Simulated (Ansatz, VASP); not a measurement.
Two plane-wave programs on CuI

Contents of POSCAR:

```
CuI
1.0
    0.0000000000      3.0315000000      3.0315000000
    3.0315000000      0.0000000000      3.0315000000
    3.0315000000      3.0315000000      0.0000000000
I Cu
1 1
Direct
    0.0000000000      0.0000000000      0.0000000000
    0.7500000000      0.7500000000      0.7500000000
```

The input INCAR.step1:

```
ALGO = Normal
EDIFF = 1E-5
ENCUT = 600
GGA = PE
ISMEAR = -1
LASPH = T
LCHARG = F
LREAL = F
LWAVE = T
NBANDS = 16
NELM = 60
PREC = Accurate
SIGMA = 0.05
```

The input INCAR.step2:

```
ALGO = Normal
EDIFF = 1E-6
EDIFFG = -0.01
ENCUT = 600
GGA = PE
HFSCREEN = 0.2079
IBRION = 2
ISIF = 3
ISMEAR = -1
ISTART = 1
LASPH = T
LCHARG = F
LHFCALC = T
LREAL = F
LWAVE = F
NELM = 60
NSW = 60
PREC = Accurate
PRECFOCK = Normal
SIGMA = 0.05
```

Contents of KPOINTS:

```
k-points
0
Gamma
  4 4 4
```

input.yaml

```yaml
crystal:
  lattice:
    - [0.0, 3.0315, 3.0315]
    - [3.0315, 0.0, 3.0315]
    - [3.0315, 3.0315, 0.0]
  atoms:
    - { symbol: I, position: [0.0, 0.0, 0.0] }
    - { symbol: Cu, position: [0.75, 0.75, 0.75] }
hamiltonian:
  xc: hse06
  pseudopotentials: { kind: paw }
kpoints:
  mp_grid: { grid: [4, 4, 4] }
scf:
  occupations: { method: fermi_dirac, width: 0.05 }
output:
  forces: true
  stress: true
relax:
  f_tol: 0.01
  max_steps: 40
  cell: { stress_tol: 0.05 }
```

Alike in both runs: task relaxation of cell and atoms; functional HSE06; k mesh 4 × 4 × 4; occupations fermi-dirac, width 0.05 eV; no spin polarisation.

|  | VASP | Ansatz |
| --- | --- | --- |
| version | VASP 6.6.1 | Ansatz 0.2.0 |
| potentials or method | VASP PAW PBE potentials, release 64 (I, Cu) | Ansatz PAW |
| plane-wave cutoff (eV) | 600 | 420 |
| valence electrons in the cell | 18 | 36 |

Ansatz gave:

| Quantity | Value |
| --- | --- |
| gap on the k mesh at the Fermi level, each at its own relaxed structure (eV) | 2.60 |
| relaxed volume (Å³/atom) | 28.45 |
| relaxed length of the cell vector where the two differ most in proportion (Å) | 4.317 |

Problem. Which values does VASP return?

Solution. gap on the k mesh at the Fermi level, each at its own relaxed structure (eV): 2.56; relaxed volume (Å³/atom): 28.35; relaxed length of the cell vector where the two differ most in proportion (Å): 4.312.

VASP's potentials hold 18 valence electrons a cell and Ansatz's 36, so a difference there can come from the potentials and not from the codes.

The k mesh is coarse, so the values compare programs but aren't converged. Spin-orbit coupling is off throughout. Noted on Ansatz's run: the plane-wave basis is chosen anew once the cell has moved, so the energies of steps on either side of that aren't comparable.
